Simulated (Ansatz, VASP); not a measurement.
# One calculation of HfS5, two programs

```xyz
6
Lattice="4.0514 -3.2599 0.0000 4.0514 3.2599 0.0000 0.0000 0.0000 8.1092" Properties=species:S:1:pos:R:3 pbc="T T T"
Hf    4.0514    0.0000    4.0546
S     4.0514    0.0000    6.3815
S     4.0514    0.0000    1.7276
S     1.9765    0.0000    0.0000
S     6.1263    0.0000    0.0000
S     0.0000    0.0000    0.0000
```

Alike in both runs: functional PBE; k mesh 4 × 4 × 4; occupations gaussian, width 0.1 eV; no spin polarisation.

Ansatz relaxed the structure, and its values are those at the end. VASP's run is a single point on that final structure, the one shown.

|  | VASP | Ansatz |
| --- | --- | --- |
| version | VASP 6.6.1 | Ansatz 0.2.0 |
| potentials or method | VASP PAW PBE potentials, release 64 (Hf_pv, S), cutoff 520 eV | scalar-relativistic, plane waves, PAW |
| valence electrons in the cell | 40 | 56 |

Ansatz gave:

| Property | Result |
| --- | --- |
| gap on the k mesh at the Fermi level (eV) | none |
| pressure (GPa) | 0.1 |
| rms of the force components (eV/Å) | 0.010 |

**Question.** Estimate VASP's values.

**Answer.** gap on the k mesh at the Fermi level (eV): none; pressure (GPa): -0.1; rms of the force components (eV/Å): 0.046.

A gap of «none» marks a metal or a gap that the smearing closes. VASP's potentials hold 40 valence electrons a cell and Ansatz's 56, so a difference there can come from the potentials and not from the codes.

Neither program's run includes spin-orbit coupling.
